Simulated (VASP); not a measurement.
# Si2W (fluorite type) (Fm-3m) in VASP: further runs

Si2W (fluorite type) is run at these levels: PBE; tasks: single point, relaxation of cell and atoms.

Program: VASP 6.6.1. These are calculated values, not measurements. Logs are shortened: lines on timing, memory, paths and dates and some standing lists are left out, and cuts for length are marked.

## (1) The cell of the first run

Symmetry: Fm-3m, No. 225, cubic system. The conventional cell has a = 5.312 Å, b = 5.312 Å, c = 5.312 Å, α = 90.00°, β = 90.00°, γ = 90.00°. W (site symmetry m-3m) has 8 Si at 2.30 Å within 3.0 Å. Within 3.0 Å of Si (site symmetry -43m) lie 4 W at 2.30 Å and 6 Si at 2.66 Å.

## (2) Single point, PBE

Contents of INCAR:

```
SYSTEM = Si2W
ALGO = Normal
EDIFF = 1E-6
ENCUT = 520
GGA = PE
ISIF = 2
ISMEAR = -1
LASPH = .TRUE.
LCHARG = .FALSE.
LREAL = .FALSE.
LWAVE = .FALSE.
NBANDS = 18
NELM = 80
PREC = Accurate
SIGMA = 0.05
```

Contents of KPOINTS:

```
k-points
0
G
  10 10 10
  0 0 0
```

Contents of POSCAR:

```
Si2W
1.0
    0.0000000000      2.6560311018      2.6560311018
    2.6560311018      0.0000000000      2.6560311018
    2.6560311018      2.6560311018      0.0000000000
W Si
1 2
Direct
    0.0000000000      0.0000000000      0.0000000000
    0.2500000000      0.2500000000      0.2500000000
    0.7500000000      0.7500000000      0.7500000000
```

Potentials or basis: VASP PAW PBE potentials, release 64 (W_sv, Si).

Run with:

```
$ cat potpaw_PBE.64/W_sv/POTCAR potpaw_PBE.64/Si/POTCAR > POTCAR
$ mpirun -np 1 vasp_std > vasp.out
```

OUTCAR:

```text
SYSTEM = Si2W
   EDIFF = 1E-6
   ENCUT = 520
   GGA = PE
   ISIF = 2
   ISMEAR = -1
   LASPH = .TRUE.
   LREAL = .FALSE.
   NELM = 80
   PREC = Accurate

 ion  position               nearest neighbor table
   1  0.000  0.000  0.000-   3 2.30   3 2.30   3 2.30   2 2.30   3 2.30   2 2.30   2 2.30   2 2.30

   2  0.250  0.250  0.250-   1 2.30   1 2.30   1 2.30   1 2.30   3 2.66   3 2.66   3 2.66   3 2.66
                             3 2.66   3 2.66
   3  0.750  0.750  0.750-   1 2.30   1 2.30   1 2.30   1 2.30   2 2.66   2 2.66   2 2.66   2 2.66
                             2 2.66   2 2.66

  LATTYP: Found a face centered cubic cell.
 ALAT       =     5.3120622036

  Lattice vectors:

 A1 = (   0.0000000000,   2.6560311018,   2.6560311018)
 A2 = (   2.6560311018,   0.0000000000,   2.6560311018)
 A3 = (   2.6560311018,   2.6560311018,   0.0000000000)

Analysis of symmetry for initial positions (statically):
=====================================================================
 Subroutine PRICEL returns:
 Original cell was already a primitive cell.

 Routine SETGRP: Setting up the symmetry group for a
 face centered cubic supercell.

 Subroutine GETGRP returns: Found 48 space group operations
[... 9 lines left out ...]

 Routine SETGRP: Setting up the symmetry group for a
 face centered cubic supercell.

 Subroutine GETGRP returns: Found 48 space group operations
[... 11 lines left out ...]
                                     Primitive cell

  volume of cell :      37.4739

  direct lattice vectors                    reciprocal lattice vectors
     0.000000000  2.656031102  2.656031102    -0.188250808  0.188250808  0.188250808
     2.656031102  0.000000000  2.656031102     0.188250808 -0.188250808  0.188250808
     2.656031102  2.656031102  0.000000000     0.188250808  0.188250808 -0.188250808

  length of vectors
     3.756195206  3.756195206  3.756195206     0.326059963  0.326059963  0.326059963

  position of ions in fractional coordinates (direct lattice)
     0.000000000  0.000000000  0.000000000
     0.250000000  0.250000000  0.250000000
     0.750000000  0.750000000  0.750000000

  ion indices of the primitive-cell ions
   primitive index   ion index
                 1           1
                 2           2
                 3           3

----------------------------------------------------------------------------------------

 KPOINTS: k-points

Automatic generation of k-mesh.
 Grid dimensions read from file:
 generate k-points for:   10   10   10

[... 55 lines left out ...]
   ISTART =      0    job   : 0-new  1-cont  2-samecut
   ICHARG =      2    charge: 1-file 2-atom 10-const
   ISPIN  =      1    spin polarized calculation?
   LNONCOLLINEAR =      F non collinear calculations
   LSORBIT =      F    spin-orbit coupling
   LASPH  =      T    aspherical Exc in radial PAW
   ENCUT  =  520.0 eV  38.22 Ry    6.18 a.u.   6.98  6.98  6.98*2*pi/ulx,y,z
   NELM   =     80;   NELMIN=  2; NELMDL= -5     # of ELM steps
   EDIFF  = 0.1E-05   stopping-criterion for ELM
   LREAL  =      F    real-space projection
   EDIFFG = 0.1E-04   stopping-criterion for IOM
   NSW    =      0    number of steps for IOM
   IBRION =     -1    ionic relax: 0-MD 1-quasi-New 2-CG
   NFREE  =      0    steps in history (QN), initial steepest desc. (CG)
   ISIF   =      2    stress and relaxation
   ISYM   =      2    0-nonsym 1-usesym 2-fastsym
   POTIM  = 0.5000    time-step for ionic-motion
   TEBEG  =    0.0;   TEEND  =   0.0 temperature during run
   PSTRESS=    0.0 pullay stress
   NELECT =      22.0000    total number of electrons
   NUPDOWN=      -1.0000    fix difference up-down
   EMIN   =  10.00;   EMAX   =-10.00  energy-range for DOS
   EFERMI =   0.00;   METHOD = LEGACY
   ISMEAR =    -1;   SIGMA  =   0.05  broadening in eV -4-tet -1-fermi 0-gaus
   EFERMI_NEDOS =   21; number of points for ismear=-14 and -15
   IALGO  =     38    algorithm
   IMIX   =      4    mixing-type and parameters
     AMIX     =   0.40;   BMIX     =  1.00
     AMIX_MAG =   1.60;   BMIX_MAG =  1.00
  volume/ion in A,a.u.               =      12.49        84.30
  Fermi-wavevector in a.u.,A,eV,Ry     =   1.370795  2.590427 25.566428  1.879079
  Thomas-Fermi vector in A             =   2.496549
   LORBIT       =      0    0 simple, 1 ext, 2 COOP (PROOUT), +10 PAW based schemes
   GGA     = PE    functional components
   LHFCALC =     F    Hartree Fock is set to
   AEXX    =    0.0000 exact exchange contribution
   IVDW    =     0    specifies the selected vdW correction
   LEPSILON=     F    determine dielectric tensor
   LRPA    =     F    only Hartree local field effects (RPA)
 non-spin polarized calculation
  energy-cutoff  :      520.00
  volume of cell :       37.47
 maximum number of plane-waves:      1025
   NGX = 13   NGY = 13   NGZ = 13

 number of electron      21.9999999 magnetization

 Free energy of the ion-electron system (eV)
  ---------------------------------------------------
  ext. energy  EPLUGINS =         0.00000000
  ---------------------------------------------------
  free energy    TOTEN  =       -19.60626382 eV

  energy without entropy =      -19.59310472  energy(sigma->0) =      -19.59968427

 E-fermi :  12.7439     XC(G=0): -12.6415

 val. band max:       12.7173775996   @ k =  -0.4000   0.4000   0.1000
 cond. band min:      12.7505731930   @ k =   0.4000   0.4000   0.0000
 fundamental gap:      0.0331955934
 Fermi energy:        12.7438576152

 k-point     1 :       0.0000    0.0000    0.0000
  band No.  band energies     occupation
      1     -59.9709      2.00000
      2     -24.6399      2.00000
      3     -24.6399      2.00000
      4     -24.6399      2.00000
      5      -1.5922      2.00000
      6       6.5762      2.00000
[... 481 lines left out ...]
      5       1.4218      2.00000
      6       4.2193      2.00000
[... 10 lines left out ...]
     17      20.9643      0.00000
     18      21.4074      0.00000

 [... further k-points ...]
[... 5 lines left out ...]
  --------------------------------------------------------------------------------------
  -------------------------------------------------------------------------------------
  Total       18.7974490     18.7974490     18.7974490     -0.0000000      0.0000000     -0.0000000
  in kB      803.6742124    803.6742124    803.6742124     -0.0000000      0.0000000     -0.0000000
  external PRESSURE =     803.6742124 kB  Pullay stress =       0.0000000 kB

 VOLUME and BASIS-vectors are now :
 -----------------------------------------------------------------------------
  energy-cutoff  :      520.00
  volume of cell :       37.47
      direct lattice vectors                 reciprocal lattice vectors
     0.000000000  2.656031102  2.656031102    -0.188250808  0.188250808  0.188250808
     2.656031102  0.000000000  2.656031102     0.188250808 -0.188250808  0.188250808
     2.656031102  2.656031102  0.000000000     0.188250808  0.188250808 -0.188250808

 POSITION                                       TOTAL-FORCE (eV/Angst)
 -----------------------------------------------------------------------------------
      0.00000      0.00000      0.00000        -0.000000     -0.000000     -0.000000
      1.32802      1.32802      1.32802         0.000000      0.000000      0.000000
      3.98405      3.98405      3.98405        -0.000000     -0.000000     -0.000000
 -----------------------------------------------------------------------------------
    total drift:                               -0.000000     -0.000000      0.000000

  FREE ENERGIE OF THE ION-ELECTRON SYSTEM (eV)
  ---------------------------------------------------
  free  energy   TOTEN  =       -19.6062638171 eV

  energy  without entropy=      -19.5931047181  energy(sigma->0) =      -19.59968427
```

OSZICAR:

```text
N       E                     dE             d eps       ncg     rms          rms(c)
DAV:   1     0.141985951245E+03    0.14199E+03   -0.11003E+04  1692   0.125E+03
DAV:   2    -0.156524541620E+02   -0.15764E+03   -0.15396E+03  1958   0.328E+02
DAV:   3    -0.199412981931E+02   -0.42888E+01   -0.42379E+01  2146   0.504E+01
DAV:   4    -0.199767718065E+02   -0.35474E-01   -0.35459E-01  2026   0.484E+00
DAV:   5    -0.199772064455E+02   -0.43464E-03   -0.43463E-03  2114   0.552E-01    0.365E+01
DAV:   6    -0.197216287530E+02    0.25558E+00   -0.24789E-01  2004   0.404E+00    0.193E+01
DAV:   7    -0.196081182761E+02    0.11351E+00   -0.61354E-02  1920   0.183E+00    0.279E+00
DAV:   8    -0.196059636660E+02    0.21546E-02   -0.39028E-03  2138   0.480E-01    0.234E-01
DAV:   9    -0.196062161698E+02   -0.25250E-03   -0.26882E-04  1824   0.114E-01    0.767E-02
DAV:  10    -0.196062619602E+02   -0.45790E-04   -0.44437E-05  1894   0.442E-02    0.212E-02
DAV:  11    -0.196062636705E+02   -0.17103E-05   -0.43927E-06  1952   0.125E-02    0.669E-03
DAV:  12    -0.196062638171E+02   -0.14659E-06   -0.40815E-08  1100   0.140E-03
   1 F= -.19606264E+02 E0= -.19599684E+02  d E =-.131591E-01
```

stdout:

```text
POSCAR found type information on POSCAR W Si
 POSCAR found :  2 types and       3 ions
 scaLAPACK will be used
 LDA part: xc-table for (Slater+PW92), standard interpolation
 POSCAR, INCAR and KPOINTS ok, starting setup
 FFT: planning ... GRIDC
 FFT: planning ... GRID_SOFT
 FFT: planning ... GRID
 WAVECAR not read
 entering main loop
```

Run time: 18 s. Hardware: 1 thread of AMD EPYC 9R45 (Zen 5), shared host; peak memory 0.14 GiB.

What came out:

```
Free energy            : -19.6063 eV
Pressure               : 80.4 GPa
Band gap on the k mesh : zero (band 11 reaches 14.63 eV, above the bottom of band 12 at 11.19 eV)
```

Caveat: spin-orbit coupling is left out, which moves the levels of the heavy elements.

[end of part 1 of 2]
